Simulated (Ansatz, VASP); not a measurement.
**Ir in VASP and in Ansatz**

File INCAR:

```
PREC     = Accurate       # precision mode
ENCUT    = 520            # plane-wave cutoff, eV
EDIFF    = 1E-6           # SCF threshold, eV
ISMEAR   = -1             # smearing method
SIGMA    = 0.03           # smearing width, eV
LREAL    = F              # projectors in reciprocal space
LASPH    = T              # aspherical terms in the spheres
NELM     = 80             # most SCF steps
ALGO     = Normal         # electronic algorithm
ISIF     = 2              # what is computed and relaxed
LWAVE    = F              # write WAVECAR
LCHARG   = T              # write CHGCAR
GGA      = PE             # functional
LELF     = T              # ELF
LVHAR    = T            
NBANDS   = 10             # bands
```

The input KPOINTS:

```
regular mesh
0
Gamma
  18 18 18
```

File POSCAR:

```
Ir
1.0
    0.0000000000      1.9460447666      1.9460447666
    1.9460447666      0.0000000000      1.9460447666
    1.9460447666      1.9460447666      0.0000000000
Ir
1
Direct
    0.0000000000      0.0000000000      0.0000000000
```

Input for Ansatz:

```yaml
crystal:
  lattice:
    - [0.0, 1.9460447666, 1.9460447666]
    - [1.9460447666, 0.0, 1.9460447666]
    - [1.9460447666, 1.9460447666, 0.0]
  atoms:
    - { symbol: Ir, position: [0.0, 0.0, 0.0] }
kpoints:
  mp_grid: { grid: [18, 18, 18] }
scf:
  occupations: { method: fermi_dirac, width: 0.03 }
hamiltonian:
  xc: pbe
  pseudopotentials: { kind: all_electron, lapw: { basis_error: 0.0005 } }
output:
  forces: true
  stress: true
  eigenvalues: true
```

Change from the starting cell: volume scaled by 1.03.

Alike in both runs: task single point; functional PBE; k mesh 18 × 18 × 18; occupations fermi-dirac, width 0.03 eV; no spin polarisation.

```csv
,VASP,Ansatz
version,VASP 6.6.1,Ansatz 0.2.0
potentials or method,"VASP PAW PBE potentials, release 64 (Ir), cutoff 520 eV","all-electron LAPW, scalar-relativistic"
```

```csv
,VASP,Ansatz,Ansatz less VASP
pressure (GPa),-5.1,-5.6,-0.48
```

Ansatz ran all-electron here, and VASP with PAW potentials.

Neither program's run includes spin-orbit coupling.
